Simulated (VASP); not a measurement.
# Li2S in VASP: further runs

Runs on Li2S. Level: PBEsol. Tasks: single point.

Everything below comes from runs of VASP 6.6.1. Logs are shortened: lines on timing, memory, paths and dates and some standing lists are left out, and cuts for length are marked.

## 1. The cell of the first run

The structure is tetragonal, space group I4/mmm (No. 139). Conventional cell: a = 3.998 Å, b = 3.998 Å, c = 5.626 Å, α = 90.00°, β = 90.00°, γ = 90.00°. Li (site symmetry -4m2) has 4 S at 2.44 Å and 6 Li at 2.81 to 2.83 Å within 3.2 Å. Within 3.2 Å of S (site symmetry 4/mmm) lie 8 Li at 2.44 Å.

## 2. Single point, PBEsol (z stretched by -0.5 %, x and y held)

Contents of INCAR:

```
PREC = Accurate
ENCUT = 750
EDIFF = 1E-6
ISMEAR = 0
SIGMA = 0.01
LREAL = F
LASPH = T
NELM = 120
ALGO = Normal
ISIF = 2
LWAVE = F
LCHARG = F
GGA = PS
NBANDS = 13
GGA_COMPAT = F
```

Contents of KPOINTS:

```
Automatic mesh
0
Gamma
  6 6 6
```

Contents of POSCAR:

```
Li2S
1.0
    0.0000000000      2.8273105275      2.8131739749
    2.8273105275      0.0000000000      2.8131739749
    2.8273105275      2.8273105275      0.0000000000
Li S
2 1
Direct
    0.2500000000      0.2500000000      0.2500000000
    0.7500000000      0.7500000000      0.7500000000
    0.0000000000      0.0000000000      0.0000000000
```

Potentials or basis: VASP PAW PBE potentials, release 64 (Li_sv, S).

Run with:

```
cat potpaw_PBE.64/Li_sv/POTCAR potpaw_PBE.64/S/POTCAR > POTCAR
mpirun -np 1 vasp_std > vasp.out
```

OUTCAR:

```text
PREC = Accurate
   ENCUT = 750
   EDIFF = 1E-6
   ISMEAR = 0
   LREAL = F
   LASPH = T
   NELM = 120
   ISIF = 2
   GGA = PS

 ion  position               nearest neighbor table
   1  0.250  0.250  0.250-   3 2.44   3 2.44   3 2.44   3 2.44
   2  0.750  0.750  0.750-   3 2.44   3 2.44   3 2.44   3 2.44
   3  0.000  0.000  0.000-   2 2.44   2 2.44   2 2.44   1 2.44   2 2.44   1 2.44   1 2.44   1 2.44

  LATTYP: Found a body centered tetragonal cell.
 ALAT       =     3.9984208930
 C/A-ratio  =     1.4071424946

  Lattice vectors:

 A1 = (   0.0000000000,  -2.8273105275,  -2.8131739749)
 A2 = (   0.0000000000,   2.8273105275,  -2.8131739749)
 A3 = (   2.8273105275,   0.0000000000,   2.8131739749)

Analysis of symmetry for initial positions (statically):
=====================================================================
 Subroutine PRICEL returns:
 Original cell was already a primitive cell.

 Routine SETGRP: Setting up the symmetry group for a
 body centered tetragonal supercell.

 Subroutine GETGRP returns: Found 16 space group operations
 (whereof 16 operations were pure point group operations)
 out of a pool of 16 trial point group operations.

The static configuration has the point symmetry D_4h.

Analysis of symmetry for dynamics (positions and initial velocities):
=====================================================================
 Subroutine PRICEL returns:
 Original cell was already a primitive cell.

 Routine SETGRP: Setting up the symmetry group for a
 body centered tetragonal supercell.

 Subroutine GETGRP returns: Found 16 space group operations
 (whereof 16 operations were pure point group operations)
 out of a pool of 16 trial point group operations.

The dynamic configuration has the point symmetry D_4h.

 Subroutine INISYM returns: Found 16 space group operations
 (whereof 16 operations are pure point group operations),
 and found     1 'primitive' translations

----------------------------------------------------------------------------------------

                                     Primitive cell

  volume of cell :      44.9753

  direct lattice vectors                    reciprocal lattice vectors
     0.000000000  2.827310527  2.813173975    -0.176846510  0.176846510  0.177735186
     2.827310527  0.000000000  2.813173975     0.176846510 -0.176846510  0.177735186
     2.827310527  2.827310527  0.000000000     0.176846510  0.176846510 -0.177735186

  length of vectors
     3.988437367  3.988437367  3.998420893     0.306821076  0.306821076  0.306821076

  position of ions in fractional coordinates (direct lattice)
     0.250000000  0.250000000  0.250000000
     0.750000000  0.750000000  0.750000000
     0.000000000  0.000000000  0.000000000

  ion indices of the primitive-cell ions
   primitive index   ion index
                 1           1
                 2           2
                 3           3

----------------------------------------------------------------------------------------

 KPOINTS: Automatic mesh

Automatic generation of k-mesh.
 Grid dimensions read from file:
 generate k-points for:    6    6    6

 Generating k-lattice:

  Cartesian coordinates                     Fractional coordinates (reciprocal lattice)
    -0.029474418  0.029474418  0.029622531     0.166666667  0.000000000  0.000000000
     0.029474418 -0.029474418  0.029622531     0.000000000  0.166666667  0.000000000
     0.029474418  0.029474418 -0.029622531     0.000000000  0.000000000  0.166666667

  Length of vectors
     0.051136846  0.051136846  0.051136846

  Shift w.r.t. Gamma in fractional coordinates (k-lattice)
     0.000000000  0.000000000  0.000000000

 Subroutine IBZKPT returns following result:
 ===========================================

 Found     30 irreducible k-points:

 Following reciprocal coordinates:
            Coordinates               Weight
  0.000000  0.000000  0.000000      1.000000
  0.166667  0.000000  0.000000      8.000000
  0.333333  0.000000  0.000000      8.000000
  0.500000  0.000000  0.000000      4.000000
  0.166667  0.166667  0.000000      2.000000
  0.333333  0.166667  0.000000      8.000000
[... 16 lines left out ...]
  0.333333  0.000000  0.333333      4.000000
  0.500000 -0.000000  0.333333     16.000000
 [... further k-points ...]
   k-points           NKPTS =     30   k-points in BZ     NKDIM =     30   number of bands    NBANDS=     13
   number of dos      NEDOS =    301   number of ions     NIONS =      3
   total plane-waves  NPLWV =  46656
   dimension x,y,z NGX =    36 NGY =   36 NGZ =   36
   dimension x,y,z NGXF=    72 NGYF=   72 NGZF=   72
   ions per type =               2   1
   NGX,Y,Z   is equivalent  to a cutoff of  15.01, 15.01, 14.97 a.u.
   NGXF,Y,Z  is equivalent  to a cutoff of  30.01, 30.01, 29.94 a.u.
 SYSTEM =  unknown system
   PREC   = accura    normal or accurate (medium, high low for compatibility)
   ISTART =      0    job   : 0-new  1-cont  2-samecut
   ICHARG =      2    charge: 1-file 2-atom 10-const
   ISPIN  =      1    spin polarized calculation?
   LNONCOLLINEAR =      F non collinear calculations
   LSORBIT =      F    spin-orbit coupling
   LASPH  =      T    aspherical Exc in radial PAW
   ENCUT  =  750.0 eV  55.12 Ry    7.42 a.u.   8.91  8.91  8.93*2*pi/ulx,y,z
   NELM   =    120;   NELMIN=  2; NELMDL= -5     # of ELM steps
   EDIFF  = 0.1E-05   stopping-criterion for ELM
   LREAL  =      F    real-space projection
   EDIFFG = 0.1E-04   stopping-criterion for IOM
   NSW    =      0    number of steps for IOM
   IBRION =     -1    ionic relax: 0-MD 1-quasi-New 2-CG
   NFREE  =      0    steps in history (QN), initial steepest desc. (CG)
   ISIF   =      2    stress and relaxation
   ISYM   =      2    0-nonsym 1-usesym 2-fastsym
   POTIM  = 0.5000    time-step for ionic-motion
   TEBEG  =    0.0;   TEEND  =   0.0 temperature during run
   PSTRESS=    0.0 pullay stress
   NELECT =      12.0000    total number of electrons
   NUPDOWN=      -1.0000    fix difference up-down
   EMIN   =  10.00;   EMAX   =-10.00  energy-range for DOS
   EFERMI =   0.00;   METHOD = LEGACY
   ISMEAR =     0;   SIGMA  =   0.01  broadening in eV -4-tet -1-fermi 0-gaus
   EFERMI_NEDOS =   21; number of points for ismear=-14 and -15
   IALGO  =     38    algorithm
   IMIX   =      4    mixing-type and parameters
     AMIX     =   0.40;   BMIX     =  1.00
     AMIX_MAG =   1.60;   BMIX_MAG =  1.00
  volume/ion in A,a.u.               =      14.99       101.17
  Fermi-wavevector in a.u.,A,eV,Ry     =   1.053927  1.991634 15.112849  1.110763
  Thomas-Fermi vector in A             =   2.189068
   LORBIT       =      0    0 simple, 1 ext, 2 COOP (PROOUT), +10 PAW based schemes
   GGA     = PS    functional components
   LHFCALC =     F    Hartree Fock is set to
   AEXX    =    0.0000 exact exchange contribution
   IVDW    =     0    specifies the selected vdW correction
   LEPSILON=     F    determine dielectric tensor
   LRPA    =     F    only Hartree local field effects (RPA)
 non-spin polarized calculation
 Gauss-broadening in eV      SIGMA  =   0.01
  energy-cutoff  :      750.00
  volume of cell :       44.98
 maximum number of plane-waves:      2126
   NGX = 17   NGY = 17   NGZ = 17

 number of electron      11.9999996 magnetization

 Free energy of the ion-electron system (eV)
  ---------------------------------------------------
  ext. energy  EPLUGINS =         0.00000000
  ---------------------------------------------------
  free energy    TOTEN  =       -12.37621019 eV

  energy without entropy =      -12.37621019  energy(sigma->0) =      -12.37621019

 E-fermi :   1.7068     XC(G=0):  -8.7461

 val. band max:        1.5973602058   @ k =   0.0000   0.0000   0.0000
 cond. band min:       4.7720900143   @ k =   0.5000   0.5000   0.0000
 fundamental gap:      3.1747298086
 Fermi energy:         1.7068062311

 k-point     1 :       0.0000    0.0000    0.0000
  band No.  band energies     occupation
      1     -41.8555      2.00000
      2     -41.8045      2.00000
      3      -9.5097      2.00000
      4       1.5810      2.00000
      5       1.5810      2.00000
      6       1.5974      2.00000
      7       5.8283      0.00000
      8       7.7350      0.00000
      9       7.7522      0.00000
     10       7.7522      0.00000
     11      12.7507      0.00000
     12      12.8348      0.00000
     13      13.9549      0.00000

 k-point     2 :       0.1667    0.0000    0.0000
  band No.  band energies     occupation
      1     -41.8518      2.00000
      2     -41.8077      2.00000
      3      -9.4059      2.00000
      4       0.5799      2.00000
      5       1.4230      2.00000
      6       1.4387      2.00000
      7       6.5017      0.00000
      8       8.1284      0.00000
      9       8.1327      0.00000
     10       8.3935      0.00000
     11      11.4856      0.00000
     12      11.5358      0.00000
     13      14.2808      0.00000

 k-point     3 :       0.3333    0.0000    0.0000
  band No.  band energies     occupation
      1     -41.8419      2.00000
      2     -41.8165      2.00000
      3      -9.1758      2.00000
      4      -0.8455      2.00000
      5       1.1545      2.00000
      6       1.1783      2.00000
      7       7.3281      0.00000
      8       8.2525      0.00000
      9       8.2851      0.00000
     10       9.5286      0.00000
     11      12.0152      0.00000
     12      12.0287      0.00000
     13      15.0708      0.00000
[... 305 lines left out ...]
 k-point    23 :       0.3333    0.0000    0.3333
  band No.  band energies     occupation
      1     -41.8418      2.00000
      2     -41.8160      2.00000
      3      -9.0776      2.00000
      4      -0.2732      2.00000
      5       0.3928      2.00000
      6       0.3959      2.00000
      7       5.5697      0.00000
      8       8.4429      0.00000
      9      10.6137      0.00000
     10      10.6955      0.00000
     11      11.7608      0.00000
     12      14.5340      0.00000
     13      16.7313      0.00000

 k-point    24 :       0.5000   -0.0000    0.3333
  band No.  band energies     occupation
      1     -41.8362      2.00000
      2     -41.8211      2.00000
      3      -8.9506      2.00000
      4      -0.6661      2.00000
      5      -0.0416      2.00000
      6       0.2975      2.00000
      7       5.6480      0.00000
      8       9.0904      0.00000
      9      10.9238      0.00000
     10      11.0692      0.00000
     11      13.1573      0.00000
     12      14.1922      0.00000
     13      14.9164      0.00000

 [... further k-points ...]

------------------------ aborting loop because EDIFF is reached ----------------------------------------

  FORCE on cell =-STRESS in cart. coord.  units (eV):
  Direction    XX          YY          ZZ          XY          YZ          ZX
  --------------------------------------------------------------------------------------
  -------------------------------------------------------------------------------------
  Total        0.0174891      0.0174891      0.1097610      0.0000000     -0.0000000     -0.0000000
  in kB        0.6230245      0.6230245      3.9100742      0.0000000     -0.0000000     -0.0000000
  external PRESSURE =       1.7187077 kB  Pullay stress =       0.0000000 kB

 VOLUME and BASIS-vectors are now :
 -----------------------------------------------------------------------------
  energy-cutoff  :      750.00
  volume of cell :       44.98
      direct lattice vectors                 reciprocal lattice vectors
     0.000000000  2.827310527  2.813173975    -0.176846510  0.176846510  0.177735186
     2.827310527  0.000000000  2.813173975     0.176846510 -0.176846510  0.177735186
     2.827310527  2.827310527  0.000000000     0.176846510  0.176846510 -0.177735186

 POSITION                                       TOTAL-FORCE (eV/Angst)
 -----------------------------------------------------------------------------------
      1.41366      1.41366      1.40659        -0.000000     -0.000000     -0.000000
      4.24097      4.24097      4.21976         0.000000      0.000000      0.000000
      0.00000      0.00000      0.00000         0.000000      0.000000      0.000000
 -----------------------------------------------------------------------------------
    total drift:                                0.000000      0.000000      0.000000

  FREE ENERGIE OF THE ION-ELECTRON SYSTEM (eV)
  ---------------------------------------------------
  free  energy   TOTEN  =       -12.3762101913 eV

  energy  without entropy=      -12.3762101913  energy(sigma->0) =      -12.37621019
```

Run time: 21 s. Hardware: 1 thread of Intel Xeon Platinum 8488C (Sapphire Rapids), shared host; peak memory 0.2 GiB.

What came out:

```yaml
Free_energy: -12.3762 eV
Pressure: 0.2 GPa
Band_gap_on_the_k_mesh: 3.17 eV (least direct gap 4.23 eV)
```

Caveat: the cell differs from its parent crystal (z stretched by -0.5 %, x and y held); the PAW data sets were made with another functional, which shifts forces and pressure a little.

## 3. Single point, PBEsol (z stretched by +0.5 %, x and y held)

Contents of INCAR:

```
SYSTEM = Li2S
ALGO     = Normal         ! electronic algorithm
EDIFF    = 1E-6           ! SCF threshold, eV
ENCUT    = 750            ! plane-wave cutoff, eV
GGA      = PS             ! functional
GGA_COMPAT= .FALSE.      
ISIF     = 2              ! what is computed and relaxed
ISMEAR   = 0              ! smearing method
LASPH    = .TRUE.         ! aspherical terms in the spheres
LCHARG   = .FALSE.        ! write CHGCAR
LREAL    = .FALSE.        ! projectors in reciprocal space
LWAVE    = .FALSE.        ! write WAVECAR
NBANDS   = 13             ! bands
NELM     = 120            ! most SCF steps
PREC     = Accurate       ! precision mode
SIGMA    = 0.01           ! smearing width, eV
```

Contents of KPOINTS:

```
k-points
0
G
  6 6 6
  0 0 0
```

Contents of POSCAR:

```
Li2S
1.0
    0.0000000000      2.8273105275      2.8414470801
    2.8273105275      0.0000000000      2.8414470801
    2.8273105275      2.8273105275      0.0000000000
Li S
2 1
Direct
    0.2500000000      0.2500000000      0.2500000000
    0.7500000000      0.7500000000      0.7500000000
    0.0000000000      0.0000000000      0.0000000000
```

Potentials or basis: VASP PAW PBE potentials, release 64 (Li_sv, S).

Run with:

```
cat potpaw_PBE.64/Li_sv/POTCAR potpaw_PBE.64/S/POTCAR > POTCAR
mpirun -np 1 vasp_std > vasp.out
```

It took 24 s on 1 thread of Intel Xeon Platinum 8488C (Sapphire Rapids), shared host; peak memory 0.2 GiB.

Results (log left out):

```
Free energy            : -12.3765 eV
Pressure               : -0.3 GPa
Band gap on the k mesh : 3.19 eV (least direct gap 4.19 eV)
```

Stress tensor (GPa, compression positive):
```
-0.15  0.00  0.00
 0.00 -0.15  0.00
 0.00  0.00 -0.47
```

Levels at points of the mesh, in eV from the valence-band top:
| k point | band 2 | band 3 | band 4 | band 5 | band 6 | band 7 | band 8 | band 9 | band 10 | band 11 |
| --- | --- | --- | --- | --- | --- | --- | --- | --- | --- | --- |
| (0.00, 0.00, 0.00) | -43.42 | -11.07 | -0.02 | 0.00 | 0.00 | 4.19 | 6.15 | 6.15 | 6.16 | 11.13 |
| (0.50, 0.00, 0.00) | -43.44 | -10.62 | -2.99 | -0.55 | -0.52 | 6.07 | 6.46 | 6.50 | 8.32 | 12.78 |
| (0.50, 0.50, 0.00) | -43.43 | -10.49 | -2.25 | -1.47 | -1.47 | 3.22 | 7.08 | 11.09 | 11.09 | 12.13 |
| (0.50, 0.00, 0.50) | -43.43 | -10.49 | -2.23 | -1.49 | -1.49 | 3.20 | 7.05 | 11.04 | 11.14 | 12.20 |

Caveat: the cell differs from its parent crystal (z stretched by +0.5 %, x and y held); the PAW data sets were made with another functional, which shifts forces and pressure a little. A k mesh can miss the band edges.

## 4. Single point, PBEsol (equal xy, yz and zx engineering shears of -0.5 %)

Contents of INCAR:

```
PREC     = Accurate       # precision mode
ENCUT    = 750            # plane-wave cutoff, eV
EDIFF    = 1E-6           # SCF threshold, eV
ISMEAR   = 0              # smearing method
SIGMA    = 0.01           # smearing width, eV
LREAL    = F              # projectors in reciprocal space
LASPH    = T              # aspherical terms in the spheres
NELM     = 120            # most SCF steps
ALGO     = Normal         # electronic algorithm
ISIF     = 2              # what is computed and relaxed
LWAVE    = F              # write WAVECAR
LCHARG   = F              # write CHGCAR
GGA      = PS             # functional
NBANDS   = 13             # bands
GGA_COMPAT= F
```

Contents of KPOINTS:

```
regular mesh
0
Gamma
  6 6 6
```

Contents of POSCAR:

```
Li2S
1.0
   -0.0141365526      2.8202422512      2.8202422512
    2.8202422512     -0.0141365526      2.8202422512
    2.8202422512      2.8202422512     -0.0141365526
Li S
2 1
Direct
    0.2502339442      0.2502339442      0.2502339442
    0.7497660558      0.7497660558      0.7497660558
    0.0000000000      0.0000000000      0.0000000000
```

Run with:

```
cat potpaw_PBE.64/Li_sv/POTCAR potpaw_PBE.64/S/POTCAR > POTCAR
mpirun -np 1 vasp_std > vasp.out
```

Run time: 23 s. Hardware: 1 thread of Intel Xeon Platinum 8488C (Sapphire Rapids), shared host; peak memory 0.2 GiB.

Results (log left out):

```
Free energy            : -12.3762 eV
Pressure               : 0.0 GPa
Largest force          : 0.004 eV/Å
Band gap on the k mesh : 3.19 eV (least direct gap 4.20 eV)
```

Forces on the atoms (eV/Å):
```
Li   0.002  0.002  0.002
Li  -0.002 -0.002 -0.002
S    0.000  0.000  0.000
```

Stress tensor (GPa, compression positive):
```
-0.04  0.18  0.18
 0.18 -0.04  0.18
 0.18  0.18 -0.04
```

Levels at points of the mesh, in eV from the valence-band top:
```csv
k point,band 4,band 5,band 6,band 7,band 8,band 9
"(0.00, 0.00, 0.00)",-0.03,-0.03,0.00,4.20,6.11,6.11
"(0.50, 0.00, 0.00)",-3.02,-0.55,-0.54,6.09,6.46,6.51
"(0.50, 0.50, 0.00)",-2.26,-1.53,-1.49,3.19,7.06,11.10
"(0.50, 0.50, 0.50)",-3.02,-0.57,-0.57,6.07,6.43,6.43
```

Caveat: the cell differs from its parent crystal (equal xy, yz and zx engineering shears of -0.5 %); the PAW data sets were made with another functional, which shifts forces and pressure a little.

(Part 1 of 2 ends here.)
